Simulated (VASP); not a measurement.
# TiC (P1) in VASP: further runs

The runs below take TiC through single point, with PBEsol.

All numbers are computed with VASP 6.6.1; they aren't measurements. Logs are shortened: lines on timing, memory, paths and dates and some standing lists are left out, and cuts for length are marked.

**1. The cell of the first run**

The typed cell holds 16 atoms: a = 6.121 Å, b = 6.121 Å, c = 6.121 Å, α = 60.00°, β = 60.00°, γ = 60.00°.

**2. Single point, PBEsol**

File INCAR:

```
SYSTEM = TiC
PREC = Accurate
ENCUT = 520
EDIFF = 1E-7
ISMEAR = -1
SIGMA = 0.05
LREAL = Auto
LASPH = .True.
NELM = 100
ALGO = Normal
ISIF = 2
LWAVE = .False.
LCHARG = .False.
GGA = PS
NBANDS = 78
```

File KPOINTS:

```
Automatic mesh
0
Gamma
  2 2 2
  0.5 0.5 0.5
```

File POSCAR:

```
TiC
1.0
   -4.3280000000      4.3280000000      0.0000000000
   -4.3280000000      0.0000000000      4.3280000000
    0.0000000000      4.3280000000      4.3280000000
Ti C
8 8
Direct
    0.0013478512     -0.0028633318      0.0040303835
    0.5008730360      0.0034950323     -0.0043915203
    0.0003808919      0.5012986368     -0.0012787662
   -0.0073506238     -0.0003409196      0.5011020102
    0.5011469501      0.4995187153     -0.0050623845
    0.5035125924     -0.0015102819      0.5010747458
   -0.0019690388      0.5058059150      0.4965385860
    0.5028387246      0.4950138632      0.5053174677
    0.7465302680      0.7505878004      0.7482262015
    0.2503334104      0.7470316543      0.7593103050
    0.7474015712      0.2488514325      0.7596277726
    0.7505427449      0.7529297597      0.2401356285
    0.2491698244      0.2503505083      0.7476783734
    0.2490777495      0.7550733595      0.2536112523
    0.7558987985      0.2467058688      0.2557541590
    0.2479358826      0.2468046442      0.2462956331
```

Potentials or basis: VASP PAW PBE potentials, release 64 (Ti_sv, C).

Command:

```sh
cat potpaw_PBE.64/Ti_sv/POTCAR potpaw_PBE.64/C/POTCAR > POTCAR
mpirun -np 1 vasp_std > vasp.out
```

OUTCAR:

```text
SYSTEM = TiC
   PREC = Accurate
   ENCUT = 520
   EDIFF = 1E-7
   ISMEAR = -1
   LREAL = Auto
   LASPH = .True.
   NELM = 100
   ISIF = 2
   GGA = PS

 ion  position               nearest neighbor table
   1  0.001  0.997  0.004-  10 2.14  12 2.14  14 2.15  11 2.16  13 2.17  15 2.17
   2  0.501  0.003  0.996-  11 2.13  16 2.14  12 2.14  13 2.16   9 2.17  14 2.17
   3  0.000  0.501  0.999-  12 2.13  16 2.14  10 2.15  15 2.16  13 2.17   9 2.18
   4  0.993  1.000  0.501-  15 2.09  14 2.13   9 2.14  16 2.17  11 2.20  10 2.23
   5  0.501  0.500  0.995-  11 2.10  10 2.11   9 2.15  16 2.19  14 2.23  15 2.23
   6  0.504  0.998  0.501-   9 2.12  13 2.16  15 2.17  10 2.18  12 2.19  16 2.21
[... 8 lines left out ...]
  15  0.756  0.247  0.256-   4 2.09   8 2.15   3 2.16   6 2.17   1 2.17   5 2.23
  16  0.248  0.247  0.246-   2 2.14   3 2.14   4 2.17   5 2.19   7 2.20   6 2.21

  LATTYP: Found a face centered cubic cell.
 ALAT       =     8.6560000000

  Lattice vectors:

 A1 = (  -4.3280000000,   4.3280000000,   0.0000000000)
 A2 = (  -4.3280000000,   0.0000000000,   4.3280000000)
 A3 = (   0.0000000000,   4.3280000000,   4.3280000000)

Analysis of symmetry for initial positions (statically):
=====================================================================
 Subroutine PRICEL returns:
 Original cell was already a primitive cell.

 Routine SETGRP: Setting up the symmetry group for a
 face centered cubic supercell.

 Subroutine GETGRP returns: Found  1 space group operations
 (whereof  1 operations were pure point group operations)
 out of a pool of 48 trial point group operations.

The static configuration has the point symmetry C_1 .

Analysis of symmetry for dynamics (positions and initial velocities):
=====================================================================
 Subroutine PRICEL returns:
 Original cell was already a primitive cell.

 Routine SETGRP: Setting up the symmetry group for a
 face centered cubic supercell.

 Subroutine GETGRP returns: Found  1 space group operations
 (whereof  1 operations were pure point group operations)
 out of a pool of 48 trial point group operations.

The dynamic configuration has the point symmetry C_1 .

 Subroutine INISYM returns: Found  1 space group operations
 (whereof  1 operations are pure point group operations),
 and found     1 'primitive' translations

----------------------------------------------------------------------------------------

                                     Primitive cell

  volume of cell :     162.1406

  direct lattice vectors                    reciprocal lattice vectors
    -4.328000000  4.328000000  0.000000000    -0.115526802  0.115526802 -0.115526802
    -4.328000000  0.000000000  4.328000000    -0.115526802 -0.115526802  0.115526802
     0.000000000  4.328000000  4.328000000     0.115526802  0.115526802  0.115526802

  length of vectors
     6.120716298  6.120716298  6.120716298     0.200098291  0.200098291  0.200098291

  position of ions in fractional coordinates (direct lattice)
     0.001347851  0.997136668  0.004030384
     0.500873036  0.003495032  0.995608480
     0.000380892  0.501298637  0.998721234
     0.992649376  0.999659080  0.501102010
     0.501146950  0.499518715  0.994937615
     0.503512592  0.998489718  0.501074746
[... 8 lines left out ...]
     0.755898798  0.246705869  0.255754159
     0.247935883  0.246804644  0.246295633

  ion indices of the primitive-cell ions
   primitive index   ion index
                 1           1
                 2           2
                 3           3
                 4           4
                 5           5
                 6           6
[... 8 lines left out ...]
                15          15
                16          16

----------------------------------------------------------------------------------------

 KPOINTS: Automatic mesh

Automatic generation of k-mesh.
 Grid dimensions read from file:
 generate k-points for:    2    2    2

 Generating k-lattice:

  Cartesian coordinates                     Fractional coordinates (reciprocal lattice)
    -0.057763401  0.057763401 -0.057763401     0.500000000  0.000000000  0.000000000
    -0.057763401 -0.057763401  0.057763401     0.000000000  0.500000000  0.000000000
     0.057763401  0.057763401  0.057763401     0.000000000  0.000000000  0.500000000

  Length of vectors
     0.100049146  0.100049146  0.100049146

  Shift w.r.t. Gamma in fractional coordinates (k-lattice)
     0.500000000  0.500000000  0.500000000

 Subroutine IBZKPT returns following result:
 ===========================================

 Found     16 irreducible k-points:

 Following reciprocal coordinates:
            Coordinates               Weight
  0.250000  0.250000  0.250000      2.000000
  0.250000  0.000000  0.000000      2.000000
  0.000000  0.000000 -0.250000      2.000000
  0.000000  0.250000  0.000000      2.000000
 -0.250000  0.250000  0.250000      2.000000
  0.250000 -0.250000  0.250000      2.000000
[... 8 lines left out ...]
  0.000000  0.250000  0.500000      2.000000
  0.500000  0.250000  0.000000      2.000000
   k-points           NKPTS =     16   k-points in BZ     NKDIM =     16   number of bands    NBANDS=     78
   number of dos      NEDOS =    301   number of ions     NIONS =     16
   total plane-waves  NPLWV = 110592
   dimension x,y,z NGX =    48 NGY =   48 NGZ =   48
   dimension x,y,z NGXF=    96 NGYF=   96 NGZF=   96
   ions per type =               8   8
   NGX,Y,Z   is equivalent  to a cutoff of  13.04, 13.04, 13.04 a.u.
   NGXF,Y,Z  is equivalent  to a cutoff of  26.07, 26.07, 26.07 a.u.
 SYSTEM =  TiC
   PREC   = accura    normal or accurate (medium, high low for compatibility)
   ISTART =      0    job   : 0-new  1-cont  2-samecut
   ICHARG =      2    charge: 1-file 2-atom 10-const
   ISPIN  =      1    spin polarized calculation?
   LNONCOLLINEAR =      F non collinear calculations
   LSORBIT =      F    spin-orbit coupling
   LASPH  =      T    aspherical Exc in radial PAW
   ENCUT  =  520.0 eV  38.22 Ry    6.18 a.u.  11.38 11.38 11.38*2*pi/ulx,y,z
   NELM   =    100;   NELMIN=  2; NELMDL= -5     # of ELM steps
   EDIFF  = 0.1E-06   stopping-criterion for ELM
   LREAL  =      T    real-space projection
   EDIFFG = 0.1E-05   stopping-criterion for IOM
   NSW    =      0    number of steps for IOM
   IBRION =     -1    ionic relax: 0-MD 1-quasi-New 2-CG
   NFREE  =      0    steps in history (QN), initial steepest desc. (CG)
   ISIF   =      2    stress and relaxation
   ISYM   =      2    0-nonsym 1-usesym 2-fastsym
   POTIM  = 0.5000    time-step for ionic-motion
   TEBEG  =    0.0;   TEEND  =   0.0 temperature during run
   PSTRESS=    0.0 pullay stress
   NELECT =     128.0000    total number of electrons
   NUPDOWN=      -1.0000    fix difference up-down
   EMIN   =  10.00;   EMAX   =-10.00  energy-range for DOS
   EFERMI =   0.00;   METHOD = LEGACY
   ISMEAR =    -1;   SIGMA  =   0.05  broadening in eV -4-tet -1-fermi 0-gaus
   EFERMI_NEDOS =   21; number of points for ismear=-14 and -15
   IALGO  =     38    algorithm
   IMIX   =      4    mixing-type and parameters
     AMIX     =   0.40;   BMIX     =  1.00
     AMIX_MAG =   1.60;   BMIX_MAG =  1.00
  volume/ion in A,a.u.               =      10.13        68.39
  Fermi-wavevector in a.u.,A,eV,Ry     =   1.513030  2.859212 31.147275  2.289260
  Thomas-Fermi vector in A             =   2.622876
   LORBIT       =      0    0 simple, 1 ext, 2 COOP (PROOUT), +10 PAW based schemes
   GGA     = PS    functional components
   LHFCALC =     F    Hartree Fock is set to
   AEXX    =    0.0000 exact exchange contribution
   IVDW    =     0    specifies the selected vdW correction
   LEPSILON=     F    determine dielectric tensor
   LRPA    =     F    only Hartree local field effects (RPA)
 non-spin polarized calculation
  energy-cutoff  :      520.00
  volume of cell :      162.14
 maximum number of plane-waves:      4370
 NGX is ok and might be reduce to    48
   NGX = 23   NGY = 23   NGZ = 23

 number of electron     128.0000002 magnetization

 Free energy of the ion-electron system (eV)
  ---------------------------------------------------
  ext. energy  EPLUGINS =         0.00000000
  ---------------------------------------------------
  free energy    TOTEN  =      -157.97916178 eV

  energy without entropy =     -157.97774123  energy(sigma->0) =     -157.97845151

 E-fermi :   9.3736     XC(G=0): -12.8689

 val. band max:        9.0813231327   @ k =   0.0000   0.2500   0.0000
 cond. band min:       9.6700063110   @ k =   0.0000   0.2500   0.0000
 fundamental gap:      0.5886831783
 Fermi energy:         9.3736251705

 k-point     1 :       0.2500    0.2500    0.2500
  band No.  band energies     occupation
      1     -46.9848      2.00000
      2     -46.9409      2.00000
      3     -46.9273      2.00000
      4     -46.9049      2.00000
      5     -46.8951      2.00000
      6     -46.8754      2.00000
[... 68 lines left out ...]
     75      11.9003      0.00000
     76      12.3325      0.00000

 k-point     2 :       0.2500    0.0000    0.0000
  band No.  band energies     occupation
      1     -46.9844      2.00000
      2     -46.9429      2.00000
      3     -46.9247      2.00000
      4     -46.9059      2.00000
      5     -46.8961      2.00000
      6     -46.8732      2.00000
[... 68 lines left out ...]
     75      11.8999      0.00000
     76      12.3355      0.00000

 k-point     3 :       0.0000    0.0000   -0.2500
  band No.  band energies     occupation
      1     -46.9858      2.00000
      2     -46.9364      2.00000
      3     -46.9247      2.00000
      4     -46.9154      2.00000
      5     -46.8914      2.00000
      6     -46.8736      2.00000
[... 1016 lines left out ...]
     75      12.1117      0.00000
     76      12.1477      0.00000

 k-point    16 :       0.5000    0.2500    0.0000
  band No.  band energies     occupation
      1     -46.9652      2.00000
      2     -46.9512      2.00000
      3     -46.9266      2.00000
      4     -46.9053      2.00000
      5     -46.8956      2.00000
      6     -46.8819      2.00000
[... 68 lines left out ...]
     75      12.1085      0.00000
     76      12.1293      0.00000
 [bands above 76 left out]

------------------------ aborting loop because EDIFF is reached ----------------------------------------

  FORCE on cell =-STRESS in cart. coord.  units (eV):
  Direction    XX          YY          ZZ          XY          YZ          ZX
  --------------------------------------------------------------------------------------
  -------------------------------------------------------------------------------------
  Total       -5.4492648     -5.1415333     -5.3292493      0.0395699     -0.0292827     -0.0150840
  in kB      -53.8464086    -50.8055885    -52.6604862      0.3910062     -0.2893543     -0.1490509
  external PRESSURE =     -52.4374944 kB  Pullay stress =       0.0000000 kB

 VOLUME and BASIS-vectors are now :
 -----------------------------------------------------------------------------
  energy-cutoff  :      520.00
  volume of cell :      162.14
      direct lattice vectors                 reciprocal lattice vectors
    -4.328000000  4.328000000  0.000000000    -0.115526802  0.115526802 -0.115526802
    -4.328000000  0.000000000  4.328000000    -0.115526802 -0.115526802  0.115526802
     0.000000000  4.328000000  4.328000000     0.115526802  0.115526802  0.115526802

 POSITION                                       TOTAL-FORCE (eV/Angst)
 -----------------------------------------------------------------------------------
     -4.32144      0.02328      4.33305        -0.217676     -0.268332     -0.075142
     -2.18290      6.47677      4.32412         0.568885      0.293342      0.288420
     -2.17127      4.32411      6.49209         0.148109      0.176075     -0.035366
     -8.62271      6.46496      6.49529        -0.780476      0.710414     -0.032259
     -4.33088      6.47505      6.46801         0.217484      0.444571      0.595022
     -6.50067      4.34785      6.49011         0.283732     -0.674805      0.070027
[... 8 lines left out ...]
     -4.33927      4.37843      2.17465         0.253310     -0.661476     -0.018996
     -2.14124      2.13903      2.13414        -0.308453      0.344449      0.507903
 -----------------------------------------------------------------------------------
    total drift:                                0.007614      0.004458      0.006780

  FREE ENERGIE OF THE ION-ELECTRON SYSTEM (eV)
  ---------------------------------------------------
  free  energy   TOTEN  =      -157.9791617847 eV

  energy  without entropy=     -157.9777412291  energy(sigma->0) =     -157.97845151
```

Wall time 18 min (1 thread of Intel Xeon 8259CL, shared host); peak memory 0.39 GiB.

Results:

```
Free energy            : -157.9792 eV
Pressure               : -5.2 GPa
Largest force          : 1.056 eV/Å
Band gap on the k mesh : 0.59 eV
```

Forces on the atoms (eV/Å):
```
Ti  -0.218 -0.268 -0.075
Ti   0.569  0.293  0.288
Ti   0.148  0.176 -0.035
Ti  -0.780  0.710 -0.032
Ti   0.217  0.445  0.595
Ti   0.284 -0.675  0.070
Ti   0.181  0.452 -0.429
Ti  -0.170 -0.742  0.073
C   -0.116  0.205 -0.071
C   -0.198 -0.455 -0.405
C   -0.341 -0.433 -0.453
C    0.241  0.624  0.442
C   -0.144  0.006  0.009
C    0.382 -0.021 -0.466
C    0.253 -0.661 -0.019
C   -0.308  0.344  0.508
```

Caveat: the k points lie up to 0.63 Å⁻¹ apart; the atoms stand as in a frame of molecular dynamics; the PAW data sets were made with another functional, which shifts forces and pressure a little; a shifted mesh leaves out Γ, where band edges can lie. A k mesh can miss the band edges.

(Part 1 of 2 ends here.)
